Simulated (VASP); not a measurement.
A run of VASP 6.6.1 is set up as follows.

INCAR

```
SYSTEM = TaC2
PREC = Accurate
ENCUT = 520
EDIFF = 1E-6
ISMEAR = 0
SIGMA = 0.1
LREAL = .False.
LASPH = .True.
NELM = 60
ALGO = Normal
ISIF = 2
LWAVE = .False.
LCHARG = .False.
GGA = PE
NBANDS = 16
```

The input KPOINTS:

```
Automatic mesh
0
Gamma
  18 18 16
  0 0 0
```

File POSCAR:

```
TaC2
1.0
    3.2391701859      0.0000000000      0.0000000000
   -1.6195850930      2.8052036682      0.0000000000
    0.0000000000      0.0000000000      3.0411011429
Ta C
1 2
Direct
    0.0000000000      0.0000000000      0.0000000000
    0.3333333333      0.6666666667      0.5000000000
    0.6666666667      0.3333333333      0.5000000000
```

Potentials or basis: VASP PAW PBE potentials, release 64 (Ta_pv, C).

Command:

```bash
$ cat potpaw_PBE.64/Ta_pv/POTCAR potpaw_PBE.64/C/POTCAR > POTCAR
$ mpirun -np 1 vasp_std > vasp.out
```

Problem. Estimate the pressure.

Solution. 0.7 GPa.

Stress tensor (GPa, compression positive):
```
0.63 0.00 0.00
0.00 0.63 0.00
0.00 0.00 0.87
```
